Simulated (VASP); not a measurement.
# LiBe (P-3m1) in VASP: a series of runs, part 2 of 2

VASP 6.6.1. The steps go on from the part before.

**3. Relaxation of cell and atoms, PBE**

This run uses another cell than the first one, of 11.24 Å³/atom, 1.004 times its volume.

Contents of INCAR:

```
ALGO = Normal ; EDIFF = 1E-7
EDIFFG = -0.01 ; ENCUT = 600
GGA = PE ; IBRION = 2
ISIF = 3 ; ISMEAR = 0
LASPH = T ; LCHARG = F
LREAL = F ; LWAVE = F
NELM = 100 ; NSW = 100
PREC = Accurate ; SIGMA = 0.1
```

Contents of KPOINTS:

```
k-points
0
Gamma
  24 24 6
```

Contents of POSCAR:

```
LiBe
1.0
    2.4515743599      0.0000000000      0.0000000000
   -1.2257871799      2.1231256749      0.0000000000
    0.0000000000      0.0000000000      8.6389061192
Li Be
2 2
Direct
    0.3333333333      0.6666666667      0.8544031212
    0.6666666667      0.3333333333      0.1455968788
    0.3333333333      0.6666666667      0.3983428976
    0.6666666667      0.3333333333      0.6016571024
```

Potentials or basis: VASP PAW PBE potentials, release 64 (Li_sv, Be).

Command:

```
cat potpaw_PBE.64/Li_sv/POTCAR potpaw_PBE.64/Be/POTCAR > POTCAR
mpirun -np 1 vasp_std > vasp.out
```

OUTCAR:

```text
EDIFF = 1E-7
   EDIFFG = -0.01
   ENCUT = 600
   GGA = PE
   IBRION = 2
   ISIF = 3
   ISMEAR = 0
   LASPH = T
   LREAL = F
   NELM = 100
   NSW = 100
   PREC = Accurate

 ion  position               nearest neighbor table
   1  0.333  0.667  0.854-
   2  0.667  0.333  0.146-
   3  0.333  0.667  0.398-   4 2.26   4 2.26   4 2.26
   4  0.667  0.333  0.602-   3 2.26   3 2.26   3 2.26

  LATTYP: Found a hexagonal cell.
 ALAT       =     2.4515743599
 C/A-ratio  =     3.5238197382

  Lattice vectors:

 A1 = (   2.4515743599,   0.0000000000,   0.0000000000)
 A2 = (  -1.2257871799,   2.1231256749,   0.0000000000)
 A3 = (   0.0000000000,   0.0000000000,   8.6389061192)

Analysis of symmetry for initial positions (statically):
=====================================================================
 Subroutine PRICEL returns:
 Original cell was already a primitive cell.

 Routine SETGRP: Setting up the symmetry group for a
 hexagonal supercell.

 Subroutine GETGRP returns: Found 12 space group operations
 (whereof 12 operations were pure point group operations)
 out of a pool of 24 trial point group operations.

The static configuration has the point symmetry D_3d.

Analysis of symmetry for dynamics (positions and initial velocities):
=====================================================================
 Subroutine PRICEL returns:
 Original cell was already a primitive cell.

 Routine SETGRP: Setting up the symmetry group for a
 hexagonal supercell.

 Subroutine GETGRP returns: Found 12 space group operations
 (whereof 12 operations were pure point group operations)
 out of a pool of 24 trial point group operations.

The dynamic configuration has the point symmetry D_3d.

 Subroutine INISYM returns: Found 12 space group operations
 (whereof 12 operations are pure point group operations),
 and found     1 'primitive' translations

----------------------------------------------------------------------------------------

                                     Primitive cell

  volume of cell :      44.9655

  direct lattice vectors                    reciprocal lattice vectors
     2.451574360  0.000000000  0.000000000     0.407901150  0.235501839  0.000000000
    -1.225787180  2.123125675  0.000000000     0.000000000  0.471003677  0.000000000
     0.000000000  0.000000000  8.638906119     0.000000000  0.000000000  0.115755396

  length of vectors
     2.451574360  2.451574360  8.638906119     0.471003677  0.471003677  0.115755396

  position of ions in fractional coordinates (direct lattice)
     0.333333333  0.666666667  0.854403121
     0.666666667  0.333333333  0.145596879
     0.333333333  0.666666667  0.398342898
     0.666666667  0.333333333  0.601657102

  ion indices of the primitive-cell ions
   primitive index   ion index
                 1           1
                 2           2
                 3           3
                 4           4

----------------------------------------------------------------------------------------
[... 50 lines left out ...]
  0.458333  0.041667  0.000000     12.000000
 [... further k-points ...]
   k-points           NKPTS =    340   k-points in BZ     NKDIM =    340   number of bands    NBANDS=      9
   number of dos      NEDOS =    301   number of ions     NIONS =      4
   total plane-waves  NPLWV =  28000
   dimension x,y,z NGX =    20 NGY =   20 NGZ =   70
   dimension x,y,z NGXF=    40 NGYF=   40 NGZF=  140
   ions per type =               2   2
   NGX,Y,Z   is equivalent  to a cutoff of  13.56, 13.56, 13.47 a.u.
   NGXF,Y,Z  is equivalent  to a cutoff of  27.12, 27.12, 26.94 a.u.
 SYSTEM =  unknown system
   PREC   = accura    normal or accurate (medium, high low for compatibility)
   ISTART =      0    job   : 0-new  1-cont  2-samecut
   ICHARG =      2    charge: 1-file 2-atom 10-const
   ISPIN  =      1    spin polarized calculation?
   LNONCOLLINEAR =      F non collinear calculations
   LSORBIT =      F    spin-orbit coupling
   LASPH  =      T    aspherical Exc in radial PAW
   ENCUT  =  600.0 eV  44.10 Ry    6.64 a.u.   4.90  4.90 17.25*2*pi/ulx,y,z
   NELM   =    100;   NELMIN=  2; NELMDL= -5     # of ELM steps
   EDIFF  = 0.1E-06   stopping-criterion for ELM
   LREAL  =      F    real-space projection
   EDIFFG = -.1E-01   stopping-criterion for IOM
   NSW    =    100    number of steps for IOM
   IBRION =      2    ionic relax: 0-MD 1-quasi-New 2-CG
   NFREE  =      1    steps in history (QN), initial steepest desc. (CG)
   ISIF   =      3    stress and relaxation
   ISYM   =      2    0-nonsym 1-usesym 2-fastsym
   POTIM  = 0.5000    time-step for ionic-motion
   TEBEG  =    0.0;   TEEND  =   0.0 temperature during run
   PSTRESS=    0.0 pullay stress
   NELECT =      10.0000    total number of electrons
   NUPDOWN=      -1.0000    fix difference up-down
   EMIN   =  10.00;   EMAX   =-10.00  energy-range for DOS
   EFERMI =   0.00;   METHOD = LEGACY
   ISMEAR =     0;   SIGMA  =   0.10  broadening in eV -4-tet -1-fermi 0-gaus
   EFERMI_NEDOS =   21; number of points for ismear=-14 and -15
   IALGO  =     38    algorithm
   IMIX   =      4    mixing-type and parameters
     AMIX     =   0.40;   BMIX     =  1.00
     AMIX_MAG =   1.60;   BMIX_MAG =  1.00
  volume/ion in A,a.u.               =      11.24        75.86
  Fermi-wavevector in a.u.,A,eV,Ry     =   0.991855  1.874335 13.385098  0.983777
  Thomas-Fermi vector in A             =   2.123626
   LORBIT       =      0    0 simple, 1 ext, 2 COOP (PROOUT), +10 PAW based schemes
   GGA     = PE    functional components
   LHFCALC =     F    Hartree Fock is set to
   AEXX    =    0.0000 exact exchange contribution
   IVDW    =     0    specifies the selected vdW correction
   LEPSILON=     F    determine dielectric tensor
   LRPA    =     F    only Hartree local field effects (RPA)
 conjugate gradient relaxation of ions
 non-spin polarized calculation
 Gauss-broadening in eV      SIGMA  =   0.10
  energy-cutoff  :      600.00
  volume of cell :       44.97
 maximum number of plane-waves:      1535
   NGX =  9   NGY =  9   NGZ = 35

--------------------------------------- Ionic step        1  -------------------------------------------

 number of electron      10.0000000 magnetization

 number of electron       9.9999995 magnetization

 Free energy of the ion-electron system (eV)
  ---------------------------------------------------
  ext. energy  EPLUGINS =         0.00000000
  ---------------------------------------------------
  free energy    TOTEN  =       -10.39037515 eV

  energy without entropy =      -10.38530605  energy(sigma->0) =      -10.38784060

------------------------ aborting loop because EDIFF is reached ----------------------------------------

  FORCE on cell =-STRESS in cart. coord.  units (eV):
  Direction    XX          YY          ZZ          XY          YZ          ZX
  --------------------------------------------------------------------------------------
  -------------------------------------------------------------------------------------
  Total       -0.1098056     -0.1098056      0.1468873     -0.0000000      0.0000000     -0.0000000
  in kB       -3.9125111     -3.9125111      5.2337792     -0.0000000      0.0000000     -0.0000000
  external PRESSURE =      -0.8637477 kB  Pullay stress =       0.0000000 kB
[... 177 lines left out ...]
--------------------------------------- Ionic step        6  -------------------------------------------

 number of electron       9.9999998 magnetization

 Free energy of the ion-electron system (eV)
  ---------------------------------------------------
  ext. energy  EPLUGINS =         0.00000000
  ---------------------------------------------------
  free energy    TOTEN  =       -10.39182607 eV

  energy without entropy =      -10.38679438  energy(sigma->0) =      -10.38931022

 E-fermi :   3.4710     XC(G=0):  -9.0414

 val. band max:        3.4642776386   @ k =   0.4583   0.0000   0.0000
 cond. band min:       3.4804513572   @ k =  -0.0833   0.5000   0.3333
 fundamental gap:      0.0161737186
 Fermi energy:         3.4709942232

 k-point     1 :       0.0000    0.0000    0.0000
  band No.  band energies     occupation
      1     -42.6209      2.00000
      2     -42.6002      2.00000
      3      -5.3233      2.00000
      4      -2.2524      2.00000
      5      -0.3937      2.00000
      6       1.2519      2.00000
      7       6.0331      0.00000
      8      11.8198      0.00000
      9      12.0015      0.00000
[... 265 lines left out ...]
 k-point    24 :       0.4583    0.0417    0.0000
  band No.  band energies     occupation
      1     -42.4851      2.00000
      2     -42.4792      2.00000
      3       0.2397      2.00000
      4       1.5190      2.00000
      5       3.5979      0.07260
      6       3.8197      0.00000
      7       6.9601      0.00000
      8       7.1541      0.00000
      9       8.3473      0.00000

 [... further k-points ...]
[... 5 lines left out ...]
  --------------------------------------------------------------------------------------
  -------------------------------------------------------------------------------------
  Total        0.0092880      0.0092880      0.0102125      0.0000000      0.0000000     -0.0000000
  in kB        0.3330827      0.3330827      0.3662369      0.0000000      0.0000000     -0.0000000
  external PRESSURE =       0.3441341 kB  Pullay stress =       0.0000000 kB
[... 19 lines left out ...]
  FREE ENERGIE OF THE ION-ELECTRON SYSTEM (eV)
  ---------------------------------------------------
  free  energy   TOTEN  =       -10.3918260695 eV

  energy  without entropy=      -10.3867943777  energy(sigma->0) =      -10.38931022

 reached required accuracy - stopping structural energy minimisation
```

OSZICAR:

```text
N       E                     dE             d eps       ncg     rms          rms(c)
DAV:   1     0.179893138428E+02    0.17989E+02   -0.52832E+03  6120   0.119E+03
DAV:   2    -0.647708650932E+01   -0.24466E+02   -0.23813E+02  7867   0.154E+02
[... 44 lines left out ...]
       N       E                     dE             d eps       ncg     rms          rms(c)
DAV:   1    -0.103918206960E+02   -0.38374E-04   -0.25796E-02  6120   0.182E+00    0.285E-02
DAV:   2    -0.103918280376E+02   -0.73417E-05   -0.26328E-04  6593   0.175E-01    0.178E-02
DAV:   3    -0.103918264054E+02    0.16322E-05   -0.86372E-06 11092   0.279E-02    0.708E-03
DAV:   4    -0.103918259937E+02    0.41170E-06   -0.12916E-06  8789   0.813E-03    0.672E-04
DAV:   5    -0.103918260695E+02   -0.75802E-07   -0.91908E-08  4198   0.323E-03
   6 F= -.10391826E+02 E0= -.10389310E+02  d E =-.436820E-04
```

Wall time 10 min (1 thread of Intel Xeon Platinum 8259CL at 2.50GHz (Skylake/Cascade Lake), shared host); peak memory 0.3 GiB.

Results:

```yaml
Free_energy: -10.3918 eV
Relaxed_volume: 11.17 Å³/atom
Relaxed_cell: a = 2.443 Å, b = 2.443 Å, c = 8.646 Å, α = 90.00°, β = 90.00°, γ = 120.00°
Space_group_after_relaxing_to_0.05_Å: P-3m1 (No. 164)
Energy_gained_by_relaxing: 0.4 meV/atom
Ionic_steps: 6
Pressure_after_relaxing: 0.0 GPa
Largest_force_after_relaxing: 0.005 eV/Å
Band_gap_on_the_k_mesh: zero (band 5 reaches 4.69 eV, above the bottom of band 6 at 0.50 eV)
```

Forces in eV/Å, atoms in the order of the input:
```
Li   0.000  0.000  0.005
Li   0.000  0.000 -0.005
Be   0.000  0.000  0.002
Be   0.000  0.000 -0.002
```

Step by step:
```tsv
step	energy change (eV)	largest force (eV/Å)	pressure (GPa)	volume (Å³)
1	0.0000	0.0625	-0.09	44.97
2	-0.0008	0.0351	-0.11	44.93
3	-0.0011	0.0238	-0.14	44.88
4	-0.0013	0.0196	-0.06	44.80
5	-0.0014	0.0109	0.10	44.63
6	-0.0015	0.0048	0.03	44.68
```

Final structure:
```yaml
crystal:
  lattice:
    - [2.44265, 0.00000, 0.00000]
    - [-1.22133, 2.11540, 0.00000]
    - [0.00000, 0.00000, 8.64628]
  atoms:
    - { symbol: Li, position: [0.33333, 0.66667, 0.85563] }
    - { symbol: Li, position: [0.66667, 0.33333, 0.14437] }
    - { symbol: Be, position: [0.33333, 0.66667, 0.39725] }
    - { symbol: Be, position: [0.66667, 0.33333, 0.60275] }
```

Caveat: the cutoff is under 1.25 times the usual one of these potentials, so pressure, stress and relaxed cells hold a basis-set (Pulay) error.
